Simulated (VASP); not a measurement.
Here is a VASP 6.6.1 calculation.

INCAR

```
SYSTEM = Ta3P4
PREC = Accurate ; ENCUT = 600
EDIFF = 1E-6 ; ISMEAR = 0
SIGMA = 0.1 ; LREAL = .False.
LASPH = .True. ; NELM = 80
ALGO = Normal ; ISIF = 3
LWAVE = .False. ; LCHARG = .False.
GGA = PE ; IBRION = 2
NSW = 90 ; EDIFFG = -0.04
```

Contents of KPOINTS:

```
regular mesh
0
Gamma
  6 6 2
  0 0 0
```

POSCAR

```
Ta3P4
1.0
    3.6062445800      0.0000000000      0.0000000000
    0.0000000000      3.6062445800      0.0000000000
    0.0000000000      0.0000000000     10.2000000000
Ta P
3 4
Direct
    0.0000000000      0.0000000000      0.7500000000
    0.5000000000      0.5000000000      0.5000000000
    0.0000000000      0.0000000000      0.2500000000
    0.0000000000      0.0000000000      0.5000000000
    0.5000000000      0.5000000000      0.2500000000
    0.0000000000      0.0000000000      0.0000000000
    0.5000000000      0.5000000000      0.7500000000
```

Potentials or basis: VASP PAW PBE potentials, release 64 (Ta_pv, P).

Launch:

```sh
$ cat potpaw_PBE.64/Ta_pv/POTCAR potpaw_PBE.64/P/POTCAR > POTCAR
$ mpirun -np 1 vasp_std > vasp.out
```

Problem. Predict the space group after relaxing (to 0.1 Å).

Solution. P4/mmm (No. 123).

Problem. Estimate the relaxed cell.

Solution. a = 3.553 Å, b = 3.553 Å, c = 9.863 Å, α = 90.00°, β = 90.00°, γ = 90.00°.

Problem. Predict the relaxed volume.

Solution. 17.79 Å³/atom.

Problem. Estimate the band gap on the k mesh.

Solution. Zero (an odd number of electrons rules out a gap without spin polarisation).

Stress tensor (GPa, compression positive):
```
0.24 0.00 0.00
0.00 0.24 0.00
0.00 0.00 0.07
```

Caveat: the cell differs from its parent crystal (atoms taken out); spin-orbit coupling is left out, which moves the levels of the heavy elements.
